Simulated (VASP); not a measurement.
# Pd (Fm-3m) in VASP: a series of runs, part 2 of 3

VASP 6.6.1. The steps go on from the part before.

## Step 3: Single point, LDA (volume scaled by 0.92)

INCAR

```
SYSTEM = Pd
PREC = Accurate
ENCUT = 520
EDIFF = 1E-6
ISMEAR = -1
SIGMA = 0.1
LREAL = .False.
LASPH = .True.
NELM = 100
ALGO = Normal
ISIF = 2
LWAVE = .False.
LCHARG = .False.
NBANDS = 11
```

KPOINTS

```
Automatic mesh
0
Gamma
  23 23 23
  0 0 0
```

POSCAR

```
Pd
1.0
    0.0000000000      1.8684803829      1.8684803829
    1.8684803829      0.0000000000      1.8684803829
    1.8684803829      1.8684803829      0.0000000000
Pd
1
Direct
    0.0000000000      0.0000000000      0.0000000000
```

Potentials or basis: VASP PAW LDA potentials, release 64 (Pd).

Run with:

```console
$ cat potpaw_LDA.64/Pd/POTCAR > POTCAR
$ mpirun -np 1 vasp_std > vasp.out
```

OUTCAR:

```text
SYSTEM = Pd
   PREC = Accurate
   ENCUT = 520
   EDIFF = 1E-6
   ISMEAR = -1
   LREAL = .False.
   LASPH = .True.
   NELM = 100
   ISIF = 2

 ion  position               nearest neighbor table
   1  0.000  0.000  0.000-

  LATTYP: Found a face centered cubic cell.
 ALAT       =     3.7369607658

  Lattice vectors:

 A1 = (   0.0000000000,   1.8684803829,   1.8684803829)
 A2 = (   1.8684803829,   0.0000000000,   1.8684803829)
 A3 = (   1.8684803829,   1.8684803829,   0.0000000000)

Analysis of symmetry for initial positions (statically):
[... 33 lines left out ...]
                                     Primitive cell

  volume of cell :      13.0465

  direct lattice vectors                    reciprocal lattice vectors
     0.000000000  1.868480383  1.868480383    -0.267597136  0.267597136  0.267597136
     1.868480383  0.000000000  1.868480383     0.267597136 -0.267597136  0.267597136
     1.868480383  1.868480383  0.000000000     0.267597136  0.267597136 -0.267597136

  length of vectors
     2.642430299  2.642430299  2.642430299     0.463491836  0.463491836  0.463491836

  position of ions in fractional coordinates (direct lattice)
     0.000000000  0.000000000  0.000000000

  ion indices of the primitive-cell ions
   primitive index   ion index
                 1           1

----------------------------------------------------------------------------------------

 KPOINTS: Automatic mesh

Automatic generation of k-mesh.
 Grid dimensions read from file:
 generate k-points for:   23   23   23

 Generating k-lattice:

  Cartesian coordinates                     Fractional coordinates (reciprocal lattice)
    -0.011634658  0.011634658  0.011634658     0.043478261  0.000000000  0.000000000
     0.011634658 -0.011634658  0.011634658     0.000000000  0.043478261  0.000000000
     0.011634658  0.011634658 -0.011634658     0.000000000  0.000000000  0.043478261

  Length of vectors
[... 71 lines left out ...]
   EFERMI_NEDOS =   21; number of points for ismear=-14 and -15
   IALGO  =     38    algorithm
   IMIX   =      4    mixing-type and parameters
     AMIX     =   0.40;   BMIX     =  1.00
     AMIX_MAG =   1.60;   BMIX_MAG =  1.00
  volume/ion in A,a.u.               =      13.05        88.04
  Fermi-wavevector in a.u.,A,eV,Ry     =   1.498222  2.831230 30.540595  2.244670
  Thomas-Fermi vector in A             =   2.610009
   LORBIT       =      0    0 simple, 1 ext, 2 COOP (PROOUT), +10 PAW based schemes
   GGA     = CA    functional components
   LHFCALC =     F    Hartree Fock is set to
   AEXX    =    0.0000 exact exchange contribution
   IVDW    =     0    specifies the selected vdW correction
   LEPSILON=     F    determine dielectric tensor
   LRPA    =     F    only Hartree local field effects (RPA)
 non-spin polarized calculation
  energy-cutoff  :      520.00
  volume of cell :       13.05
 maximum number of plane-waves:       364
   NGX =  9   NGY =  9   NGZ =  9

 number of electron      10.0000000 magnetization

 number of electron       9.9999996 magnetization

 Free energy of the ion-electron system (eV)
  ---------------------------------------------------
  ext. energy  EPLUGINS =         0.00000000
  ---------------------------------------------------
  free energy    TOTEN  =        -6.45140006 eV

  energy without entropy =       -6.39649526  energy(sigma->0) =       -6.42394766

 E-fermi :  11.8801     XC(G=0): -14.2804

 val. band max:       11.8721001177   @ k =  -0.4348   0.3478   0.0870
 cond. band min:      11.8838681981   @ k =   0.4783   0.3043   0.0435
 fundamental gap:      0.0117680803
 Fermi energy:        11.8800679537

 k-point     1 :       0.0000    0.0000    0.0000
  band No.  band energies     occupation
      1       3.6160      2.00000
      2       8.3604      2.00000
      3       8.3604      2.00000
      4       8.3604      2.00000
      5      10.3658      2.00000
      6      10.3658      2.00000
      7      28.9402      0.00000
      8      34.3810      0.00000
      9      34.3810      0.00000
     10      34.3810      0.00000
     11      37.1302      0.00000
[... 309 lines left out ...]
 k-point    24 :      -0.4783    0.0435    0.0000
  band No.  band energies     occupation
      1       5.5046      2.00000
      2       8.2543      2.00000
      3       8.3472      2.00000
      4      11.2993      1.99401
      5      11.8264      1.26193
      6      13.1314      0.00001
      7      20.1718      0.00000
      8      28.4374      0.00000
      9      33.6125      0.00000
     10      33.8694      0.00000
     11      37.1555      0.00000

 [... further k-points ...]
[... 5 lines left out ...]
  --------------------------------------------------------------------------------------
  -------------------------------------------------------------------------------------
  Total        1.9213649      1.9213649      1.9213649      0.0000000      0.0000000      0.0000000
  in kB      235.9526250    235.9526250    235.9526250      0.0000000      0.0000000      0.0000000
  external PRESSURE =     235.9526250 kB  Pullay stress =       0.0000000 kB

 VOLUME and BASIS-vectors are now :
 -----------------------------------------------------------------------------
  energy-cutoff  :      520.00
  volume of cell :       13.05
      direct lattice vectors                 reciprocal lattice vectors
     0.000000000  1.868480383  1.868480383    -0.267597136  0.267597136  0.267597136
     1.868480383  0.000000000  1.868480383     0.267597136 -0.267597136  0.267597136
     1.868480383  1.868480383  0.000000000     0.267597136  0.267597136 -0.267597136

 POSITION                                       TOTAL-FORCE (eV/Angst)
 -----------------------------------------------------------------------------------
      0.00000      0.00000      0.00000         0.000000      0.000000     -0.000000
 -----------------------------------------------------------------------------------
    total drift:                                0.000000      0.000000      0.000000

  FREE ENERGIE OF THE ION-ELECTRON SYSTEM (eV)
  ---------------------------------------------------
  free  energy   TOTEN  =        -6.4514000645 eV

  energy  without entropy=       -6.3964952618  energy(sigma->0) =       -6.42394766
```

Run time: 51 s. Hardware: 1 thread of Intel Xeon 8259CL, shared host; peak memory 0.16 GiB.

Results:

```
Free energy            : -6.4514 eV
Pressure               : 23.6 GPa
Band gap on the k mesh : zero (band 5 reaches 12.22 eV, above the bottom of band 6 at 10.27 eV)
```

(Continued in part 3 of 3.)
